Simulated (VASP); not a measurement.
HoNb2As3: relaxation of cell and atoms with PBE

The system is HoNb2As3.

```xyz
6
Lattice="5.8079 0.0000 0.0000 -2.9039 5.0298 0.0000 0.0000 0.0000 4.4029" Properties=species:S:1:pos:R:3 pbc="T T T"
Ho    0.0000    0.0000    0.0000
Nb    2.9039    1.6766    0.0000
Nb    0.0000    3.3532    0.0000
As   -1.4520    2.5149    2.2014
As    1.4520    2.5149    2.2014
As    2.9039    0.0000    2.2014
```

The cell was built from a structure type or drawn by symmetry, and may not be a known phase.

* Program: VASP 6.6.1
* Task: relaxation of cell and atoms
* Functional: PBE
* Potentials or basis: VASP PAW PBE potentials, release 64 (Ho_3, Nb_sv, As), 4f in core
* Cutoff: 500 eV
* k mesh: 3 × 3 × 4
* Occupations: gaussian, width 0.1 eV
* Spin: no spin polarisation
* Dipole correction: no
* Mended: yes
* Further INCAR settings: ALGO = Normal; EDIFF = 1e-07; IBRION = 2; EDIFFG = -0.04; NSW = 90; ISIF = 3

- Relaxed volume: 20.46 Å³/atom
- Relaxed cell: a = 5.964 Å, b = 5.964 Å, c = 3.986 Å, α = 90.00°, β = 90.00°, γ = 120.00°
- Space group after relaxing (to 0.1 Å): P6/mmm (No. 191)
- Energy gained by relaxing: 70.2 meV/atom
- Ionic steps: 10
- Pressure after relaxing: 0.0 GPa
- Band gap on the k mesh: zero (bands 25 and 26 overlap by 1.12 eV)

Step by step:
| step | energy change (eV) | largest force (eV/Å) | pressure (GPa) | volume (Å³) |
| --- | --- | --- | --- | --- |
| 1 | 0.0000 | 0.0000 | -7.07 | 128.62 |
| 2 | -0.1106 | 0.0000 | 10.95 | 111.60 |
| 3 | -0.3651 | 0.0000 | 1.24 | 118.83 |
| 4 | -0.4045 | 0.0000 | 0.23 | 120.52 |
| 5 | -0.4112 | 0.0000 | -0.31 | 121.59 |
| 6 | -0.4120 | 0.0000 | -0.47 | 121.91 |
| 7 | -0.4137 | 0.0000 | -0.76 | 122.55 |
| 8 | -0.4146 | 0.0000 | -1.25 | 123.81 |
| 9 | -0.4093 | 0.0000 | 1.71 | 121.45 |
| 10 | -0.4211 | 0.0000 | -0.02 | 122.79 |

Final structure:
```xyz
6
Lattice="5.9641 0.0000 0.0000 -2.9821 5.1651 0.0000 0.0000 0.0000 3.9860" Properties=species:S:1:pos:R:3 pbc="T T T"
Ho    0.0000    0.0000    0.0000
Nb    2.9821    1.7217    0.0000
Nb    0.0000    3.4434    3.9860
As   -1.4910    2.5825    1.9930
As    1.4910    2.5825    1.9930
As    2.9821    0.0000    1.9930
```

Levels at points of the mesh, in eV from the Fermi level:
```
           k point  band 21  band 22  band 23  band 24  band 25  band 26  band 27  band 28  band 29  band 30
(0.00, 0.00, 0.00)    -2.62    -0.87    -0.62    -0.62    -0.38    -0.38     0.09     0.09     1.59     1.59
(0.00, 0.00, 0.50)    -1.18    -1.18    -0.81    -0.31    -0.31     0.24     0.49     0.49     1.72     2.04
```

It took 4.3 min on 1 thread of AMD EPYC 9R45 96-Core Processor (Zen 5), on a shared host, peak memory 0.22 GiB.

Caveat: the k points lie up to 0.41 Å⁻¹ apart in the final cell, too coarse for converged energies and pressures of a metal; spin-orbit coupling is left out, which moves the levels of the heavy elements; the 4f electrons are frozen in the core, so they carry no moment and show no levels. Spin polarisation is off, so any magnetic state and its effect on volume and gap are missing.
